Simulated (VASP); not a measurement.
# CsPbCl3 (Pm-3m) in VASP: a series of runs

Runs on CsPbCl3. Level: PBEsol. Tasks: single point.

Everything below comes from runs of VASP 6.6.1. Logs are shortened: lines on timing, memory, paths and dates and some standing lists are left out, and cuts for length are marked.

## 1. The cell of the first run

Symmetry: Pm-3m, No. 221, cubic system. The conventional cell has a = 5.605 Å, b = 5.605 Å, c = 5.605 Å, α = 90.00°, β = 90.00°, γ = 90.00°. Cs (site symmetry m-3m) has 12 Cl at 3.96 Å and 8 Pb at 4.85 Å within 5.2 Å. Pb (site symmetry m-3m) has 6 Cl at 2.80 Å within 3.7 Å. Cl (site symmetry 4/mmm) has 2 Pb at 2.80 Å within 3.7 Å.

## 2. Single point, PBEsol

File INCAR:

```
SYSTEM = CsPbCl3
  ALGO = Normal
  EDIFF = 1E-6
  ENCUT = 520
  GGA = PS
  ISIF = 2
  ISMEAR = 0
  LASPH = .True.
  LCHARG = .False.
  LREAL = .False.
  LWAVE = .False.
  NBANDS = 30
  NELM = 100
  PREC = Accurate
  SIGMA = 0.05
```

File KPOINTS:

```
k-points
0
Gamma
  6 6 6
  0 0 0
```

File POSCAR:

```
CsPbCl3
1.0
    5.6050000000      0.0000000000      0.0000000000
    0.0000000000      5.6050000000      0.0000000000
    0.0000000000      0.0000000000      5.6050000000
Cs Pb Cl
1 1 3
Direct
    0.0000000000      0.0000000000      0.0000000000
    0.5000000000      0.5000000000      0.5000000000
    0.0000000000      0.5000000000      0.5000000000
    0.5000000000      0.0000000000      0.5000000000
    0.5000000000      0.5000000000      0.0000000000
```

Potentials or basis: VASP PAW PBE potentials, release 64 (Cs_sv, Pb_d, Cl).

Launch:

```console
> cat potpaw_PBE.64/Cs_sv/POTCAR potpaw_PBE.64/Pb_d/POTCAR potpaw_PBE.64/Cl/POTCAR > POTCAR
> mpirun -np 1 vasp_std > vasp.out
```

OUTCAR:

```text
SYSTEM = CsPbCl3
   EDIFF = 1E-6
   ENCUT = 520
   GGA = PS
   ISIF = 2
   ISMEAR = 0
   LASPH = .True.
   LREAL = .False.
   NELM = 100
   PREC = Accurate

 ion  position               nearest neighbor table
   1  0.000  0.000  0.000-
   2  0.500  0.500  0.500-   3 2.80   4 2.80   5 2.80   5 2.80   4 2.80   3 2.80
   3  0.000  0.500  0.500-   2 2.80   2 2.80
   4  0.500  0.000  0.500-   2 2.80   2 2.80
   5  0.500  0.500  0.000-   2 2.80   2 2.80

  LATTYP: Found a simple cubic cell.
 ALAT       =     5.6050000000

  Lattice vectors:

 A1 = (   5.6050000000,   0.0000000000,   0.0000000000)
 A2 = (   0.0000000000,   5.6050000000,   0.0000000000)
 A3 = (   0.0000000000,   0.0000000000,   5.6050000000)

Analysis of symmetry for initial positions (statically):
=====================================================================
 Subroutine PRICEL returns:
 Original cell was already a primitive cell.

 Routine SETGRP: Setting up the symmetry group for a
 simple cubic supercell.

 Subroutine GETGRP returns: Found 48 space group operations
 (whereof 48 operations were pure point group operations)
 out of a pool of 48 trial point group operations.

The static configuration has the point symmetry O_h .

Analysis of symmetry for dynamics (positions and initial velocities):
=====================================================================
 Subroutine PRICEL returns:
 Original cell was already a primitive cell.

 Routine SETGRP: Setting up the symmetry group for a
 simple cubic supercell.

 Subroutine GETGRP returns: Found 48 space group operations
 (whereof 48 operations were pure point group operations)
 out of a pool of 48 trial point group operations.

The dynamic configuration has the point symmetry O_h .

 Subroutine INISYM returns: Found 48 space group operations
 (whereof 48 operations are pure point group operations),
 and found     1 'primitive' translations

----------------------------------------------------------------------------------------

                                     Primitive cell

  volume of cell :     176.0868

  direct lattice vectors                    reciprocal lattice vectors
     5.605000000  0.000000000  0.000000000     0.178412132  0.000000000  0.000000000
     0.000000000  5.605000000  0.000000000     0.000000000  0.178412132  0.000000000
     0.000000000  0.000000000  5.605000000     0.000000000  0.000000000  0.178412132

  length of vectors
     5.605000000  5.605000000  5.605000000     0.178412132  0.178412132  0.178412132

  position of ions in fractional coordinates (direct lattice)
     0.000000000  0.000000000  0.000000000
     0.500000000  0.500000000  0.500000000
     0.000000000  0.500000000  0.500000000
     0.500000000  0.000000000  0.500000000
     0.500000000  0.500000000  0.000000000

  ion indices of the primitive-cell ions
   primitive index   ion index
                 1           1
                 2           2
                 3           3
                 4           4
                 5           5

----------------------------------------------------------------------------------------

 KPOINTS: k-points

Automatic generation of k-mesh.
 Grid dimensions read from file:
 generate k-points for:    6    6    6

 Generating k-lattice:

  Cartesian coordinates                     Fractional coordinates (reciprocal lattice)
     0.029735355  0.000000000  0.000000000     0.166666667  0.000000000  0.000000000
     0.000000000  0.029735355  0.000000000     0.000000000  0.166666667  0.000000000
     0.000000000  0.000000000  0.029735355     0.000000000  0.000000000  0.166666667

  Length of vectors
     0.029735355  0.029735355  0.029735355

  Shift w.r.t. Gamma in fractional coordinates (k-lattice)
     0.000000000  0.000000000  0.000000000

 Subroutine IBZKPT returns following result:
 ===========================================

 Found     20 irreducible k-points:

 Following reciprocal coordinates:
            Coordinates               Weight
  0.000000  0.000000  0.000000      1.000000
  0.166667  0.000000  0.000000      6.000000
  0.333333  0.000000  0.000000      6.000000
  0.500000  0.000000  0.000000      3.000000
  0.166667  0.166667  0.000000     12.000000
  0.333333  0.166667  0.000000     24.000000
[... 12 lines left out ...]
  0.500000  0.500000  0.333333      6.000000
  0.500000  0.500000  0.500000      1.000000
   k-points           NKPTS =     20   k-points in BZ     NKDIM =     20   number of bands    NBANDS=     30
   number of dos      NEDOS =    301   number of ions     NIONS =      5
   total plane-waves  NPLWV =  74088
   dimension x,y,z NGX =    42 NGY =   42 NGZ =   42
   dimension x,y,z NGXF=    84 NGYF=   84 NGZF=   84
   ions per type =               1   1   3
   NGX,Y,Z   is equivalent  to a cutoff of  12.46, 12.46, 12.46 a.u.
   NGXF,Y,Z  is equivalent  to a cutoff of  24.91, 24.91, 24.91 a.u.
 SYSTEM =  CsPbCl3
   PREC   = accura    normal or accurate (medium, high low for compatibility)
   ISTART =      0    job   : 0-new  1-cont  2-samecut
   ICHARG =      2    charge: 1-file 2-atom 10-const
   ISPIN  =      1    spin polarized calculation?
   LNONCOLLINEAR =      F non collinear calculations
   LSORBIT =      F    spin-orbit coupling
   LASPH  =      T    aspherical Exc in radial PAW
   ENCUT  =  520.0 eV  38.22 Ry    6.18 a.u.  10.42 10.42 10.42*2*pi/ulx,y,z
   NELM   =    100;   NELMIN=  2; NELMDL= -5     # of ELM steps
   EDIFF  = 0.1E-05   stopping-criterion for ELM
   LREAL  =      F    real-space projection
   EDIFFG = 0.1E-04   stopping-criterion for IOM
   NSW    =      0    number of steps for IOM
   IBRION =     -1    ionic relax: 0-MD 1-quasi-New 2-CG
   NFREE  =      0    steps in history (QN), initial steepest desc. (CG)
   ISIF   =      2    stress and relaxation
   ISYM   =      2    0-nonsym 1-usesym 2-fastsym
   POTIM  = 0.5000    time-step for ionic-motion
   TEBEG  =    0.0;   TEEND  =   0.0 temperature during run
   PSTRESS=    0.0 pullay stress
   NELECT =      44.0000    total number of electrons
   NUPDOWN=      -1.0000    fix difference up-down
   EMIN   =  10.00;   EMAX   =-10.00  energy-range for DOS
   EFERMI =   0.00;   METHOD = LEGACY
   ISMEAR =     0;   SIGMA  =   0.05  broadening in eV -4-tet -1-fermi 0-gaus
   EFERMI_NEDOS =   21; number of points for ismear=-14 and -15
   IALGO  =     38    algorithm
   IMIX   =      4    mixing-type and parameters
     AMIX     =   0.40;   BMIX     =  1.00
     AMIX_MAG =   1.60;   BMIX_MAG =  1.00
  volume/ion in A,a.u.               =      35.22       237.66
  Fermi-wavevector in a.u.,A,eV,Ry     =   1.031138  1.948568 14.466333  1.063245
  Thomas-Fermi vector in A             =   2.165271
   LORBIT       =      0    0 simple, 1 ext, 2 COOP (PROOUT), +10 PAW based schemes
   GGA     = PS    functional components
   LHFCALC =     F    Hartree Fock is set to
   AEXX    =    0.0000 exact exchange contribution
   IVDW    =     0    specifies the selected vdW correction
   LEPSILON=     F    determine dielectric tensor
   LRPA    =     F    only Hartree local field effects (RPA)
 non-spin polarized calculation
 Gauss-broadening in eV      SIGMA  =   0.05
  energy-cutoff  :      520.00
  volume of cell :      176.09
 maximum number of plane-waves:      4780
 NGX is ok and might be reduce to    42
   NGX = 21   NGY = 21   NGZ = 21

 number of electron      44.0000004 magnetization

 Free energy of the ion-electron system (eV)
  ---------------------------------------------------
  ext. energy  EPLUGINS =         0.00000000
  ---------------------------------------------------
  free energy    TOTEN  =       -18.38113774 eV

  energy without entropy =      -18.38113774  energy(sigma->0) =      -18.38113774

 E-fermi :   1.9597     XC(G=0):  -8.0095

 val. band max:        1.7132161561   @ k =   0.5000   0.5000   0.5000
 cond. band min:       3.5199707729   @ k =   0.5000   0.5000   0.5000
 fundamental gap:      1.8067546168
 Fermi energy:         1.9596967865

 k-point     1 :       0.0000    0.0000    0.0000
  band No.  band energies     occupation
      1     -19.6333      2.00000
      2     -15.0605      2.00000
      3     -15.0605      2.00000
      4     -14.8049      2.00000
      5     -14.8049      2.00000
      6     -14.8049      2.00000
[... 22 lines left out ...]
     29       7.8151      0.00000
     30       7.8151      0.00000

 k-point     2 :       0.1667    0.0000    0.0000
  band No.  band energies     occupation
      1     -19.6328      2.00000
      2     -15.0604      2.00000
      3     -15.0343      2.00000
      4     -14.8053      2.00000
      5     -14.8053      2.00000
      6     -14.8049      2.00000
[... 22 lines left out ...]
     29       7.0812      0.00000
     30       7.8470      0.00000

 k-point     3 :       0.3333    0.0000    0.0000
  band No.  band energies     occupation
      1     -19.6316      2.00000
      2     -15.0603      2.00000
      3     -14.9804      2.00000
      4     -14.8061      2.00000
      5     -14.8061      2.00000
      6     -14.8049      2.00000
[... 22 lines left out ...]
     29       7.1694      0.00000
     30       8.1768      0.00000

 k-point     4 :       0.5000    0.0000    0.0000
  band No.  band energies     occupation
      1     -19.6311      2.00000
      2     -15.0602      2.00000
      3     -14.9526      2.00000
      4     -14.8065      2.00000
      5     -14.8065      2.00000
      6     -14.8049      2.00000
[... 484 lines left out ...]
     29       7.5100      0.00000
     30       7.9247      0.00000

 k-point    19 :       0.5000    0.5000    0.3333
  band No.  band energies     occupation
      1     -19.6280      2.00000
      2     -14.9131      2.00000
      3     -14.8776      2.00000
      4     -14.8081      2.00000
      5     -14.8077      2.00000
      6     -14.8077      2.00000
[... 22 lines left out ...]
     29       7.3281      0.00000
     30       8.1283      0.00000

 k-point    20 :       0.5000    0.5000    0.5000
  band No.  band energies     occupation
      1     -19.6276      2.00000
      2     -14.8776      2.00000
      3     -14.8776      2.00000
      4     -14.8081      2.00000
      5     -14.8081      2.00000
      6     -14.8081      2.00000
[... 22 lines left out ...]
     29       7.2169      0.00000
     30       8.4738      0.00000

------------------------ aborting loop because EDIFF is reached ----------------------------------------

  FORCE on cell =-STRESS in cart. coord.  units (eV):
  Direction    XX          YY          ZZ          XY          YZ          ZX
  --------------------------------------------------------------------------------------
  -------------------------------------------------------------------------------------
  Total        0.1691407      0.1691407      0.1691407     -0.0000000     -0.0000000      0.0000000
  in kB        1.5389764      1.5389764      1.5389764     -0.0000000     -0.0000000      0.0000000
  external PRESSURE =       1.5389764 kB  Pullay stress =       0.0000000 kB

 VOLUME and BASIS-vectors are now :
 -----------------------------------------------------------------------------
  energy-cutoff  :      520.00
  volume of cell :      176.09
      direct lattice vectors                 reciprocal lattice vectors
     5.605000000  0.000000000  0.000000000     0.178412132  0.000000000  0.000000000
     0.000000000  5.605000000  0.000000000     0.000000000  0.178412132  0.000000000
     0.000000000  0.000000000  5.605000000     0.000000000  0.000000000  0.178412132

 POSITION                                       TOTAL-FORCE (eV/Angst)
 -----------------------------------------------------------------------------------
      0.00000      0.00000      0.00000         0.000000      0.000000      0.000000
      2.80250      2.80250      2.80250         0.000000      0.000000      0.000000
      0.00000      2.80250      2.80250         0.000000      0.000000      0.000000
      2.80250      0.00000      2.80250         0.000000      0.000000      0.000000
      2.80250      2.80250      0.00000         0.000000      0.000000      0.000000
 -----------------------------------------------------------------------------------
    total drift:                                0.000000     -0.000000     -0.000000

  FREE ENERGIE OF THE ION-ELECTRON SYSTEM (eV)
  ---------------------------------------------------
  free  energy   TOTEN  =       -18.3811377413 eV

  energy  without entropy=      -18.3811377413  energy(sigma->0) =      -18.38113774
```

Wall time 85 s (1 thread of Intel Xeon Platinum 8375C at 2.90GHz (Ice Lake), shared host); peak memory 0.31 GiB.

What came out:

| Property | Result |
| --- | --- |
| Free energy | -18.3811 eV |
| Pressure | 0.2 GPa |
| Band gap on the k mesh | 1.81 eV, direct |

Caveat: the PAW data sets were made with another functional, which shifts forces and pressure a little; spin-orbit coupling is left out, which moves the levels of the heavy elements. A k mesh can miss the band edges.

## 3. Single point, PBEsol

File INCAR:

```
PREC = Accurate
ENCUT = 520
EDIFF = 1E-7
ISMEAR = 0
SIGMA = 0.05
LREAL = False
LASPH = True
NELM = 80
ALGO = Normal
ISIF = 2
LWAVE = False
LCHARG = False
GGA = PS
NBANDS = 30
```

File KPOINTS:

```
Automatic mesh
0
Gamma
  6 6 6
```

POSCAR is that of step 2.

Potentials or basis: VASP PAW PBE potentials, release 64 (Cs_sv, Pb_d, Cl).

Launch:

```console
> cat potpaw_PBE.64/Cs_sv/POTCAR potpaw_PBE.64/Pb_d/POTCAR potpaw_PBE.64/Cl/POTCAR > POTCAR
> mpirun -np 1 vasp_std > vasp.out
```

Wall time 82 s (1 thread of Intel Xeon Platinum 8375C at 2.90GHz (Ice Lake), shared host); peak memory 0.31 GiB.

Results (log left out):

```
Free energy            : -18.3811 eV
Pressure               : 0.2 GPa
Band gap on the k mesh : 1.81 eV, direct
```

Levels at points of the mesh, in eV from the valence-band top:
```
           k point  band 20  band 21  band 22  band 23  band 24  band 25
(0.00, 0.00, 0.00)    -2.53    -2.53    -2.53     3.20     4.20     4.20
(0.50, 0.00, 0.00)    -2.65    -2.65    -1.69     2.92     4.59     5.13
(0.50, 0.50, 0.00)    -2.76    -2.22    -0.82     2.41     2.41     4.84
(0.50, 0.50, 0.50)    -2.21    -2.21     0.00     1.81     1.81     1.81
```

Caveat: the PAW data sets were made with another functional, which shifts forces and pressure a little; spin-orbit coupling is left out, which moves the levels of the heavy elements. Expect the measured gap to be larger: semilocal functionals such as PBEsol lack the derivative discontinuity.
